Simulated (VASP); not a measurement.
**H6Pb: single point with PBE**

The system is H6Pb.

```
H Pb
1.0
    -2.30697    2.30697    2.30697
     2.30697   -2.30697    2.30697
     2.30697    2.30697   -2.30697
H Pb
6 1
Direct
  0.50000 0.75000 0.25000
  0.50000 0.25000 0.75000
  0.25000 0.50000 0.75000
  0.75000 0.50000 0.25000
  0.75000 0.25000 0.50000
  0.25000 0.75000 0.50000
  0.00000 0.00000 0.00000
```

The cell was built from a structure type or drawn by symmetry, and may not be a known phase.

- Program: VASP 6.6.1
- Task: single point
- Functional: PBE
- Potentials or basis: VASP PAW PBE potentials, release 64 (H, Pb_d)
- Cutoff: 520 eV
- k mesh: 12 × 12 × 12
- Occupations: gaussian, width 0.1 eV
- Spin: no spin polarisation

* Pressure: -0.2 GPa
* Band gap on the k mesh: zero (bands 10 and 11 overlap by 7.78 eV)

Levels at points of the mesh, in eV from the Fermi level:
| k point | band 7 | band 8 | band 9 | band 10 | band 11 | band 12 | band 13 | band 14 |
| --- | --- | --- | --- | --- | --- | --- | --- | --- |
| (0.00, 0.00, 0.00) | -1.64 | -1.10 | -1.10 | -1.10 | 1.16 | 1.16 | 3.03 | 3.03 |
| (0.50, 0.00, 0.00) | -8.96 | -3.57 | -2.78 | -1.67 | 0.49 | 3.38 | 4.38 | 4.61 |
| (0.50, 0.50, 0.50) | -5.98 | -5.98 | -4.39 | -4.39 | -4.39 | 5.53 | 5.53 | 5.53 |

Wall time 73 s on 1 thread of Intel Xeon 8259CL, with other jobs on the host, peak memory 0.21 GiB.

Caveat: spin-orbit coupling is left out, which moves the levels of the heavy elements.
